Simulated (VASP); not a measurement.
# Y2Si3O (P-6m2) in VASP: notebook

Y2Si3O is run at these levels: PBE; tasks: single point.

All numbers are computed with VASP 6.6.1; they aren't measurements. Logs are shortened: lines on timing, memory, paths and dates and some standing lists are left out, and cuts for length are marked.

### Step 1. The cell of the first run

It takes space group P-6m2 (No. 187, hexagonal). Conventional cell: a = 4.093 Å, b = 4.093 Å, c = 8.317 Å, α = 90.00°, β = 90.00°, γ = 120.00°. Within 3.3 Å of Y (site symmetry -6m2) lie 6 Si at 2.51 Å. Within 3.1 Å of Y (site symmetry -6m2) lie 3 Si at 2.36 Å and 3 O at 2.36 Å. Si (site symmetry -6m2) has 3 Y at 2.36 Å and 3 O at 2.36 Å within 3.1 Å. Si (site symmetry 3m) has 1 Si at 1.71 Å within 2.3 Å. Within 3.1 Å of O (site symmetry -6m2) lie 3 Y at 2.36 Å and 3 Si at 2.36 Å.

### Step 2. Single point, PBE

File INCAR:

```
PREC     = Accurate       # precision mode
ENCUT    = 520            # plane-wave cutoff, eV
EDIFF    = 1E-7           # SCF threshold, eV
ISMEAR   = 0              # smearing method
SIGMA    = 0.1            # smearing width, eV
LREAL    = F              # projectors in reciprocal space
LASPH    = T              # aspherical terms in the spheres
NELM     = 60             # most SCF steps
ALGO     = Normal         # electronic algorithm
ISIF     = 2              # what is computed and relaxed
LWAVE    = F              # write WAVECAR
LCHARG   = T              # write CHGCAR
GGA      = PE             # functional
LELF     = T              # ELF
LVHAR    = T            
NBANDS   = 29             # bands
```

File KPOINTS:

```
Automatic mesh
0
Gamma
  6 6 2
```

File POSCAR:

```
Y2Si3O
1.0
    4.0934367100      0.0000000000      0.0000000000
   -2.0467183600      3.5450201800      0.0000000000
    0.0000000000      0.0000000000      8.3165617800
Y Si O
2 3 1
Direct
    0.0000000000      0.0000000000      0.0000000000
    0.6666666700      0.3333333300      0.5000000000
    0.3333333300      0.6666666700      0.5000000000
    0.6666666700      0.3333333300      0.8969726100
    0.6666666700      0.3333333300      0.1030273900
    0.0000000000      0.0000000000      0.5000000000
```

Potentials or basis: VASP PAW PBE potentials, release 64 (Y_sv, Si, O).

Launch:

```sh
cat potpaw_PBE.64/Y_sv/POTCAR potpaw_PBE.64/Si/POTCAR potpaw_PBE.64/O/POTCAR > POTCAR
mpirun -np 1 vasp_std > vasp.out
```

OUTCAR:

```text
PREC = Accurate
   ENCUT = 520
   EDIFF = 1E-7
   ISMEAR = 0
   LREAL = F
   LASPH = T
   NELM = 60
   ISIF = 2
   GGA = PE

 ion  position               nearest neighbor table
   1  0.000  0.000  0.000-   4 2.51   5 2.51   4 2.51   5 2.51   4 2.51   5 2.51
   2  0.667  0.333  0.500-   3 2.36   3 2.36   6 2.36   6 2.36   6 2.36   3 2.36   5 3.30   4 3.30

   3  0.333  0.667  0.500-   2 2.36   2 2.36   6 2.36   6 2.36   6 2.36   2 2.36
   4  0.667  0.333  0.897-   5 1.71   1 2.51   1 2.51   1 2.51   2 3.30
   5  0.667  0.333  0.103-   4 1.71   1 2.51   1 2.51   1 2.51   2 3.30
   6  0.000  0.000  0.500-   2 2.36   3 2.36   2 2.36   3 2.36   2 2.36   3 2.36

  LATTYP: Found a hexagonal cell.
 ALAT       =     4.0934367100
 C/A-ratio  =     2.0316820240

  Lattice vectors:

 A1 = (   4.0934367100,   0.0000000000,   0.0000000000)
 A2 = (  -2.0467183600,   3.5450201800,   0.0000000000)
 A3 = (   0.0000000000,   0.0000000000,   8.3165617800)

Analysis of symmetry for initial positions (statically):
=====================================================================
 Subroutine PRICEL returns:
 Original cell was already a primitive cell.

 Routine SETGRP: Setting up the symmetry group for a
 hexagonal supercell.

 Subroutine GETGRP returns: Found 12 space group operations
 (whereof 12 operations were pure point group operations)
 out of a pool of 24 trial point group operations.

The static configuration has the point symmetry D_3h.

Analysis of symmetry for dynamics (positions and initial velocities):
=====================================================================
 Subroutine PRICEL returns:
 Original cell was already a primitive cell.

 Routine SETGRP: Setting up the symmetry group for a
 hexagonal supercell.

 Subroutine GETGRP returns: Found 12 space group operations
 (whereof 12 operations were pure point group operations)
 out of a pool of 24 trial point group operations.

The dynamic configuration has the point symmetry D_3h.

 Subroutine INISYM returns: Found 12 space group operations
 (whereof 12 operations are pure point group operations),
 and found     1 'primitive' translations

----------------------------------------------------------------------------------------

                                     Primitive cell

  volume of cell :     120.6843

  direct lattice vectors                    reciprocal lattice vectors
     4.093436710  0.000000000  0.000000000     0.244293505  0.141042921  0.000000000
    -2.046718360  3.545020180  0.000000000     0.000000000  0.282085841  0.000000000
     0.000000000  0.000000000  8.316561780     0.000000000  0.000000000  0.120241997

  length of vectors
     4.093436710  4.093436713  8.316561780     0.282085842  0.282085841  0.120241997

  position of ions in fractional coordinates (direct lattice)
     0.000000000  0.000000000  0.000000000
     0.666666670  0.333333330  0.500000000
     0.333333330  0.666666670  0.500000000
     0.666666670  0.333333330  0.896972610
     0.666666670  0.333333330  0.103027390
     0.000000000  0.000000000  0.500000000

  ion indices of the primitive-cell ions
   primitive index   ion index
                 1           1
                 2           2
                 3           3
                 4           4
                 5           5
                 6           6

----------------------------------------------------------------------------------------

 KPOINTS: Automatic mesh

Automatic generation of k-mesh.
 Grid dimensions read from file:
 generate k-points for:    6    6    2

 Generating k-lattice:

  Cartesian coordinates                     Fractional coordinates (reciprocal lattice)
     0.040715584  0.023507154  0.000000000     0.166666667 -0.000000000  0.000000000
     0.000000000  0.047014307  0.000000000     0.000000000  0.166666667  0.000000000
     0.000000000  0.000000000  0.060120999     0.000000000  0.000000000  0.500000000

  Length of vectors
     0.047014307  0.047014307  0.060120999

  Shift w.r.t. Gamma in fractional coordinates (k-lattice)
     0.000000000  0.000000000  0.000000000

 Subroutine IBZKPT returns following result:
 ===========================================

 Found     14 irreducible k-points:

 Following reciprocal coordinates:
            Coordinates               Weight
  0.000000  0.000000  0.000000      1.000000
  0.166667  0.000000  0.000000      6.000000
  0.333333 -0.000000  0.000000      6.000000
  0.500000  0.000000  0.000000      3.000000
  0.166667  0.166667  0.000000      6.000000
  0.333333  0.166667  0.000000     12.000000
  0.333333  0.333333  0.000000      2.000000
  0.000000  0.000000  0.500000      1.000000
  0.166667  0.000000  0.500000      6.000000
  0.333333 -0.000000  0.500000      6.000000
  0.500000  0.000000  0.500000      3.000000
  0.166667  0.166667  0.500000      6.000000
  0.333333  0.166667  0.500000     12.000000
  0.333333  0.333333  0.500000      2.000000
   k-points           NKPTS =     14   k-points in BZ     NKDIM =     14   number of bands    NBANDS=     29
   number of dos      NEDOS =    301   number of ions     NIONS =      6
   total plane-waves  NPLWV =  57600
   dimension x,y,z NGX =    30 NGY =   30 NGZ =   64
   dimension x,y,z NGXF=    60 NGYF=   60 NGZF=  128
   ions per type =               2   3   1
   NGX,Y,Z   is equivalent  to a cutoff of  12.18, 12.18, 12.79 a.u.
   NGXF,Y,Z  is equivalent  to a cutoff of  24.37, 24.37, 25.59 a.u.
 SYSTEM =  unknown system
   PREC   = accura    normal or accurate (medium, high low for compatibility)
   ISTART =      0    job   : 0-new  1-cont  2-samecut
   ICHARG =      2    charge: 1-file 2-atom 10-const
   ISPIN  =      1    spin polarized calculation?
   LNONCOLLINEAR =      F non collinear calculations
   LSORBIT =      F    spin-orbit coupling
   LASPH  =      T    aspherical Exc in radial PAW
   ENCUT  =  520.0 eV  38.22 Ry    6.18 a.u.   7.61  7.61 15.46*2*pi/ulx,y,z
   NELM   =     60;   NELMIN=  2; NELMDL= -5     # of ELM steps
   EDIFF  = 0.1E-06   stopping-criterion for ELM
   LREAL  =      F    real-space projection
   EDIFFG = 0.1E-05   stopping-criterion for IOM
   NSW    =      0    number of steps for IOM
   IBRION =     -1    ionic relax: 0-MD 1-quasi-New 2-CG
   NFREE  =      0    steps in history (QN), initial steepest desc. (CG)
   ISIF   =      2    stress and relaxation
   ISYM   =      2    0-nonsym 1-usesym 2-fastsym
   POTIM  = 0.5000    time-step for ionic-motion
   TEBEG  =    0.0;   TEEND  =   0.0 temperature during run
   PSTRESS=    0.0 pullay stress
   NELECT =      40.0000    total number of electrons
   NUPDOWN=      -1.0000    fix difference up-down
   EMIN   =  10.00;   EMAX   =-10.00  energy-range for DOS
   EFERMI =   0.00;   METHOD = LEGACY
   ISMEAR =     0;   SIGMA  =   0.10  broadening in eV -4-tet -1-fermi 0-gaus
   EFERMI_NEDOS =   21; number of points for ismear=-14 and -15
   IALGO  =     38    algorithm
   IMIX   =      4    mixing-type and parameters
     AMIX     =   0.40;   BMIX     =  1.00
     AMIX_MAG =   1.60;   BMIX_MAG =  1.00
  volume/ion in A,a.u.               =      20.11       135.74
  Fermi-wavevector in a.u.,A,eV,Ry     =   1.132951  2.140968 17.464152  1.283579
  Thomas-Fermi vector in A             =   2.269653
   LORBIT       =      0    0 simple, 1 ext, 2 COOP (PROOUT), +10 PAW based schemes
   GGA     = PE    functional components
   LHFCALC =     F    Hartree Fock is set to
   AEXX    =    0.0000 exact exchange contribution
   IVDW    =     0    specifies the selected vdW correction
   LEPSILON=     F    determine dielectric tensor
   LRPA    =     F    only Hartree local field effects (RPA)
 non-spin polarized calculation
 Gauss-broadening in eV      SIGMA  =   0.10
  energy-cutoff  :      520.00
  volume of cell :      120.68
 maximum number of plane-waves:      3274
   NGX = 15   NGY = 15   NGZ = 31

 number of electron      40.0000007 magnetization

 Free energy of the ion-electron system (eV)
  ---------------------------------------------------
  ext. energy  EPLUGINS =         0.00000000
  ---------------------------------------------------
  free energy    TOTEN  =       -25.83554571 eV

  energy without entropy =      -25.81180049  energy(sigma->0) =      -25.82367310

 E-fermi :   4.6967     XC(G=0):  -9.6528

 val. band max:        4.6605484172   @ k =   0.1667   0.0000   0.0000
 cond. band min:       4.7068019099   @ k =   0.3333  -0.0000   0.5000
 fundamental gap:      0.0462534928
 Fermi energy:         4.6966569402

 k-point     1 :       0.0000    0.0000    0.0000
  band No.  band energies     occupation
      1     -37.9044      2.00000
      2     -37.1006      2.00000
      3     -18.2561      2.00000
      4     -18.2561      2.00000
      5     -17.8481      2.00000
      6     -17.3960      2.00000
[... 21 lines left out ...]
     28      10.1385      0.00000
     29      10.1385      0.00000

 k-point     2 :       0.1667    0.0000    0.0000
  band No.  band energies     occupation
      1     -37.8999      2.00000
      2     -37.0971      2.00000
      3     -18.4210      2.00000
      4     -18.2751      2.00000
      5     -17.8411      2.00000
      6     -17.4756      2.00000
[... 21 lines left out ...]
     28       9.4954      0.00000
     29       9.6843      0.00000

 k-point     3 :       0.3333   -0.0000    0.0000
  band No.  band energies     occupation
      1     -37.8907      2.00000
      2     -37.0900      2.00000
      3     -18.7066      2.00000
      4     -18.3126      2.00000
      5     -17.8271      2.00000
      6     -17.6282      2.00000
[... 21 lines left out ...]
     28       8.7864      0.00000
     29       8.9021      0.00000

 k-point     4 :       0.5000    0.0000    0.0000
  band No.  band energies     occupation
      1     -37.8862      2.00000
      2     -37.0865      2.00000
      3     -18.8331      2.00000
      4     -18.3311      2.00000
      5     -17.8201      2.00000
      6     -17.7016      2.00000
[... 21 lines left out ...]
     28       8.5858      0.00000
     29       9.0182      0.00000

 k-point     5 :       0.1667    0.1667    0.0000
  band No.  band energies     occupation
      1     -37.8930      2.00000
      2     -37.0918      2.00000
      3     -18.6169      2.00000
      4     -18.3293      2.00000
      5     -17.8306      2.00000
      6     -17.5794      2.00000
[... 21 lines left out ...]
     28       8.7901      0.00000
     29       9.3004      0.00000
[... 190 lines left out ...]
     28       8.0697      0.00000
     29       8.5806      0.00000

 k-point    12 :       0.1667    0.1667    0.5000
  band No.  band energies     occupation
      1     -37.8930      2.00000
      2     -37.0918      2.00000
      3     -18.6169      2.00000
      4     -18.3293      2.00000
      5     -17.8308      2.00000
      6     -17.5788      2.00000
[... 21 lines left out ...]
     28       8.9764      0.00000
     29       9.2946      0.00000

 k-point    13 :       0.3333    0.1667    0.5000
  band No.  band energies     occupation
      1     -37.8862      2.00000
      2     -37.0865      2.00000
      3     -18.7763      2.00000
      4     -18.3994      2.00000
      5     -17.8214      2.00000
      6     -17.6709      2.00000
[... 21 lines left out ...]
     28       9.1689      0.00000
     29       9.2479      0.00000

 k-point    14 :       0.3333    0.3333    0.5000
  band No.  band energies     occupation
      1     -37.8839      2.00000
      2     -37.0847      2.00000
      3     -18.7580      2.00000
      4     -18.5001      2.00000
      5     -17.8181      2.00000
      6     -17.6667      2.00000
[... 21 lines left out ...]
     28       8.7529      0.00000
     29       9.7378      0.00000

------------------------ aborting loop because EDIFF is reached ----------------------------------------

  FORCE on cell =-STRESS in cart. coord.  units (eV):
  Direction    XX          YY          ZZ          XY          YZ          ZX
  --------------------------------------------------------------------------------------
  -------------------------------------------------------------------------------------
  Total       28.5793565     28.5793565     30.3913667     -0.0000000      0.0000000      0.0000000
  in kB      379.4131845    379.4131846    403.4690297     -0.0000005      0.0000000      0.0000000
  external PRESSURE =     387.4317996 kB  Pullay stress =       0.0000000 kB

 VOLUME and BASIS-vectors are now :
 -----------------------------------------------------------------------------
  energy-cutoff  :      520.00
  volume of cell :      120.68
      direct lattice vectors                 reciprocal lattice vectors
     4.093436710  0.000000000  0.000000000     0.244293505  0.141042921  0.000000000
    -2.046718360  3.545020180  0.000000000     0.000000000  0.282085841  0.000000000
     0.000000000  0.000000000  8.316561780     0.000000000  0.000000000  0.120241997

 POSITION                                       TOTAL-FORCE (eV/Angst)
 -----------------------------------------------------------------------------------
      0.00000      0.00000      0.00000         0.000000      0.000000     -0.000000
      2.04672      1.18167      4.15828        -0.000000      0.000000     -0.000000
     -0.00000      2.36335      4.15828        -0.000000      0.000000     -0.000000
      2.04672      1.18167      7.45973        -0.000000      0.000000    -20.320384
      2.04672      1.18167      0.85683        -0.000000     -0.000000     20.320384
      0.00000      0.00000      4.15828         0.000000      0.000000     -0.000000
 -----------------------------------------------------------------------------------
    total drift:                               -0.000016      0.000009      0.000000

  FREE ENERGIE OF THE ION-ELECTRON SYSTEM (eV)
  ---------------------------------------------------
  free  energy   TOTEN  =       -25.8355457065 eV

  energy  without entropy=      -25.8118004928  energy(sigma->0) =      -25.82367310
```

It took 30 s on 1 thread of Intel Xeon 6975P-C (Granite Rapids), shared host; peak memory 0.25 GiB.

Results:

```
Free energy            : -25.8355 eV
Pressure               : 38.7 GPa
Largest force          : 20.320 eV/Å
Band gap on the k mesh : zero (band 20 reaches 5.58 eV, above the bottom of band 21 at 4.44 eV)
```

Forces in eV/Å, atoms in the order of the input:
```
Y     0.000   0.000   0.000
Y     0.000   0.000   0.000
Si    0.000   0.000   0.000
Si    0.000   0.000 -20.320
Si    0.000   0.000  20.320
O     0.000   0.000   0.000
```

Stress tensor (GPa, compression positive):
```
37.94  0.00  0.00
 0.00 37.94  0.00
 0.00  0.00 40.35
```

Caveat: the k points lie up to 0.38 Å⁻¹ apart; forces of over 1 eV/Å act on the atoms, so gaps and moduli don't describe the material at rest.

### Step 3. Single point, PBE

This run uses another cell than the first one, of 24.93 Å³/atom, 1.239 times its volume.

File INCAR:

```
SYSTEM = Y2Si3O
  PREC = Accurate
  ENCUT = 520
  EDIFF = 1E-6
  ISMEAR = 0
  SIGMA = 0.1
  LREAL = .FALSE.
  LASPH = .TRUE.
  NELM = 80
  ALGO = Normal
  ISIF = 2
  LWAVE = .FALSE.
  LCHARG = .TRUE.
  GGA = PE
  LELF = .TRUE.
  LVHAR = .TRUE.
  NBANDS = 29
```

File KPOINTS:

```
regular mesh
0
G
  6 6 2
  0 0 0
```

File POSCAR:

```
Y2Si3O
1.0
    4.6997428855      0.0000000033      0.0000000000
   -2.3498714456      4.0700967285      0.0000000000
    0.0000000000      0.0000000000      7.8194989113
Y Si O
2 3 1
Direct
    0.0000000000      0.0000000000      0.0000000000
    0.6666666667      0.3333333333      0.5000000000
    0.3333333333      0.6666666667      0.5000000000
    0.6666666667      0.3333333333      0.8583395020
    0.6666666667      0.3333333333      0.1416604980
    0.0000000000      0.0000000000      0.5000000000
```

Potentials or basis: VASP PAW PBE potentials, release 64 (Y_sv, Si, O).

Launch:

```sh
cat potpaw_PBE.64/Y_sv/POTCAR potpaw_PBE.64/Si/POTCAR potpaw_PBE.64/O/POTCAR > POTCAR
mpirun -np 1 vasp_std > vasp.out
```

It took 39 s on 1 thread of Intel Xeon 6975P-C (Granite Rapids), shared host; peak memory 0.3 GiB.

The run converged. Its results:

```yaml
Free_energy: -33.4604 eV
Pressure: 0.0 GPa
Largest_force: 0.004 eV/Å
Band_gap_on_the_k_mesh: zero (band 20 reaches 3.43 eV, above the bottom of band 21 at 2.85 eV)
```

Forces on the atoms (eV/Å):
```
Y    0.000  0.000  0.000
Y    0.000  0.000  0.000
Si   0.000  0.000  0.000
Si   0.000  0.000 -0.004
Si   0.000  0.000  0.004
O    0.000  0.000  0.000
```

Stress tensor (GPa, compression positive):
```
 0.08  0.00  0.00
 0.00  0.08  0.00
 0.00  0.00 -0.13
```

Levels at points of the mesh, in eV from the Fermi level:
| k point | band 16 | band 17 | band 18 | band 19 | band 20 | band 21 | band 22 | band 23 | band 24 | band 25 |
| --- | --- | --- | --- | --- | --- | --- | --- | --- | --- | --- |
| (0.00, 0.00, 0.00) | -2.09 | -2.04 | -2.04 | 0.23 | 0.23 | 0.53 | 0.53 | 0.94 | 1.99 | 2.30 |
| (0.50, 0.00, 0.00) | -2.75 | -2.09 | -1.29 | -0.96 | -0.51 | 0.24 | 0.31 | 1.31 | 1.35 | 2.01 |
| (0.00, 0.00, 0.50) | -2.08 | -2.08 | -1.04 | 0.27 | 0.27 | 0.79 | 0.79 | 1.35 | 2.18 | 2.18 |
| (0.50, 0.00, 0.50) | -2.15 | -1.45 | -1.28 | -0.38 | -0.25 | -0.02 | 0.43 | 0.54 | 1.47 | 1.72 |

Caveat: the k points lie up to 0.40 Å⁻¹ apart.
